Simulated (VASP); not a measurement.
Runs of VASP 6.6.1 on HfTa. The structure is that of space group Cmmm (No. 65), or close to it. The cells are those of the table. 

| cell | gap on the mesh (eV) | pressure (GPa) |
| --- | --- | --- |
| a = 2.948, b = 2.948, c = 5.041 Å, angles 90.0, 90.0, 109.0°, 2 atoms | none | -5.0 |
| a = 2.948, b = 2.948, c = 4.848 Å, angles 90.0, 90.0, 109.0°, 2 atoms | none | 0.1 |
| a = 2.948, b = 2.948, c = 4.654 Å, angles 90.0, 90.0, 109.0°, 2 atoms | none | 6.7 |
| a = 2.948, b = 2.948, c = 4.751 Å, angles 90.0, 90.0, 109.0°, 2 atoms | none | (b) |
| a = 2.948, b = 2.948, c = 4.945 Å, angles 90.0, 90.0, 109.0°, 2 atoms | none | (a) |

Alike in all rows: task single point; level PBE; potentials or basis VASP PAW PBE potentials, release 64 (Ta_pv, Hf_pv); no spin polarisation; k mesh 8 × 8 × 5; cutoff (eV) 520; smearing fermi-dirac 0.05 eV.

Q: Estimate the missing entries.

A: (a) -2.5; (b) 3.3.

Caveats: spin-orbit coupling is left out, which moves the levels of the heavy elements; the cell stands under pressure (at least some runs); the cell stands under tension (at least some runs).

A k mesh can miss the band edges, and the runs leave out spin-orbit coupling on Hf, Ta.

A gap of «none» marks levels without a gap at the run's occupations.
